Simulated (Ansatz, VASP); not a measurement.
**BN in VASP and in Ansatz**

File INCAR:

```
  PREC = Accurate
  ENCUT = 520
  EDIFF = 1E-7
  ISMEAR = 0
  SIGMA = 0.05
  LREAL = False
  LASPH = True
  NELM = 60
  ALGO = Normal
  ISIF = 2
  LWAVE = False
  LCHARG = True
  GGA = PE
  LELF = True
  LVHAR = True
  NBANDS = 11
```

KPOINTS

```
Automatic mesh
0
Gamma
  12 12 12
```

The input POSCAR:

```
BN
1.0
   -0.2038943003      1.6855262161      1.8123937807
    1.8123937807     -0.2038943003      1.8123937807
    1.6084994804      1.4816319157      0.0000000000
B N
1 1
Direct
    0.0000000000      0.0000000000      0.0000000000
    0.7500000000      0.7500000000      0.7500000000
```

Input for Ansatz:

```yaml
crystal:
  lattice:
    - [-0.2038943003, 1.6855262161, 1.8123937807]
    - [1.8123937807, -0.2038943003, 1.8123937807]
    - [1.6084994804, 1.4816319157, 0.0]
  atoms:
    - { symbol: B, position: [0.0, 0.0, 0.0] }
    - { symbol: "N", position: [0.75, 0.75, 0.75] }
basis:
  ecutwfc: 520.0
kpoints:
  mp_grid: { grid: [12, 12, 12] }
hamiltonian:
  xc: pbe
scf:
  occupations: { method: gaussian, width: 0.05 }
output:
  forces: true
  stress: true
  eigenvalues: true
  write_density: true
  write_potential: true
  elf: true
  volumetric_format: npy
```

Change from the starting cell: engineering shear strain xz -0.2250, normal strain along z -0.0700.

Alike in both runs: task single point; functional PBE; k mesh 12 × 12 × 12; occupations gaussian, width 0.05 eV; no spin polarisation.

```csv
,VASP,Ansatz
version,VASP 6.6.1,Ansatz 0.2.0
potentials or method,"VASP PAW PBE potentials, release 64 (B, N), cutoff 520 eV","scalar-relativistic, plane waves, PAW"
valence electrons in the cell,8,8
```

|  | VASP | Ansatz | Ansatz less VASP |
| --- | --- | --- | --- |
| gap on the k mesh at the Fermi level (eV) | 1.64 | 1.65 | +0.013 |
| least direct gap on the mesh (eV) | 4.40 | 4.40 | -0.001 |
| pressure (GPa) | 61.0 | 60.5 | -0.45 |
| traceless stress, the component that is largest in VASP (GPa) | 136.14 | 135.49 | -0.653 |
| rms of the force components (eV/Å) | 0.782 | 0.762 | -0.0199 |

Atom by atom the forces differ by 0.020 eV/Å (rms over components). Both programs put the cell under a high pressure, so it lies far from rest at this level. The functional is the same, so the differences come from potentials, cutoffs and numerics.

Noted on VASP's run: the cell as given lies far from equilibrium.
